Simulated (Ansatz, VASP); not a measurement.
Ge in VASP and in Ansatz

The input POSCAR:

```
Ge
1.0
    0.0000000000      2.5812526250      2.8287700000
    3.0762873750      0.0000000000      2.8287700000
    3.0762873750      2.5812526250      0.0000000000
Ge
2
Direct
    0.5000000000      0.5000000000      0.5000000000
    0.7500000000      0.7500000000      0.7500000000
```

File INCAR.step1:

```
SYSTEM = Ge
ALGO     = Normal         ! electronic algorithm
EDIFF    = 1E-4           ! SCF threshold, eV
ENCUT    = 520            ! plane-wave cutoff, eV
GGA      = PE             ! functional
ISMEAR   = 0              ! smearing method
LASPH    = .TRUE.         ! aspherical terms in the spheres
LCHARG   = .FALSE.        ! write CHGCAR
LREAL    = .FALSE.        ! projectors in reciprocal space
LWAVE    = .TRUE.         ! write WAVECAR
NBANDS   = 21             ! bands
NELM     = 60             ! most SCF steps
PREC     = Accurate       ! precision mode
SIGMA    = 0.05           ! smearing width, eV
```

File INCAR.step2:

```
SYSTEM = Ge
ALGO     = Normal         ! electronic algorithm
EDIFF    = 1E-7           ! SCF threshold, eV
ENCUT    = 520            ! plane-wave cutoff, eV
ISIF     = 2              ! what is computed and relaxed
ISMEAR   = 0              ! smearing method
ISTART   = 1            
LASPH    = .TRUE.         ! aspherical terms in the spheres
LCHARG   = .FALSE.        ! write CHGCAR
LMIXTAU  = .TRUE.       
LREAL    = .FALSE.        ! projectors in reciprocal space
LWAVE    = .FALSE.        ! write WAVECAR
METAGGA  = R2SCAN         ! meta-GGA
NBANDS   = 21             ! bands
NELM     = 60             ! most SCF steps
PREC     = Accurate       ! precision mode
SIGMA    = 0.05           ! smearing width, eV
```

KPOINTS

```
k-points
0
G
  10 10 10
  0 0 0
```

Input for Ansatz:

```yaml
crystal:
  lattice:
    - [0.0, 2.581252625, 2.82877]
    - [3.076287375, 0.0, 2.82877]
    - [3.076287375, 2.581252625, 0.0]
  atoms:
    - { symbol: Ge, position: [0.5, 0.5, 0.5] }
    - { symbol: Ge, position: [0.75, 0.75, 0.75] }
basis:
  ecutwfc: 500
kpoints:
  mp_grid: { grid: [10, 10, 10] }
hamiltonian:
  xc: r2scan
scf:
  occupations: { method: gaussian, width: 0.05 }
output:
  forces: true
  stress: true
  eigenvalues: true
```

Change from the starting cell: strain +0.0875 x Voigt [1, -1, 0, 0, 0, 0], atoms carried along.

Alike in both runs: task single point; functional r2SCAN; k mesh 10 × 10 × 10; occupations gaussian, width 0.05 eV; no spin polarisation.

|  | VASP | Ansatz |
| --- | --- | --- |
| version | VASP 6.6.1 | Ansatz 0.2.0 |
| potentials or method | VASP PAW PBE potentials, release 64 (Ge_d), cutoff 520 eV | scalar-relativistic, plane waves, PAW |
| valence electrons in the cell | 28 | 28 |

Ansatz gave:

```
gap on the k mesh at the Fermi level (eV)                     : none
pressure (GPa)                                                : 1.1
traceless stress, the component that is largest in VASP (GPa) : -7.52
```

Which values does VASP return?

gap on the k mesh at the Fermi level (eV): none; pressure (GPa): 1.2; traceless stress, the component that is largest in VASP (GPa): -7.44.

VASP's potentials were made for PBE, not for r2SCAN. A gap of «none» marks a metal or a gap that the smearing closes. With one functional, cell and mesh, what is left measures potentials, basis and numerics.
